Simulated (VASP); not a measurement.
A run of VASP 6.6.1 is set up as follows.

File INCAR:

```
ALGO     = Normal         # electronic algorithm
EDIFF    = 1E-6           # SCF threshold, eV
ENCUT    = 520            # plane-wave cutoff, eV
GGA      = PS             # functional
ISIF     = 2              # what is computed and relaxed
ISMEAR   = -1             # smearing method
LASPH    = True           # aspherical terms in the spheres
LCHARG   = False          # write CHGCAR
LREAL    = False          # projectors in reciprocal space
LWAVE    = False          # write WAVECAR
NBANDS   = 21             # bands
NELM     = 60             # most SCF steps
PREC     = Accurate       # precision mode
SIGMA    = 0.05           # smearing width, eV
```

KPOINTS

```
k-points
0
Gamma
  7 7 7
```

POSCAR

```
Pb
1.0
    0.0000000000      3.3687966822      3.3687966822
    3.3687966822      0.0000000000      3.3687966822
    3.3687966822      3.3687966822      0.0000000000
Pb
2
Direct
    0.2500000000      0.2500000000      0.2500000000
    0.0000000000      0.0000000000      0.0000000000
```

Potentials or basis: VASP PAW PBE potentials, release 64 (Pb_d).

The run is started by

```sh
$ cat potpaw_PBE.64/Pb_d/POTCAR > POTCAR
$ mpirun -np 1 vasp_std > vasp.out
```

**Question.** Estimate the band gap on the k mesh.

**Answer.** Zero (band 14 reaches 5.18 eV, above the bottom of band 15 at 3.97 eV).

**Question.** Predict the pressure.

**Answer.** 2.7 GPa.

Caveat: the PAW data sets were made with another functional, which shifts forces and pressure a little; spin-orbit coupling is left out, which moves the levels of the heavy elements.
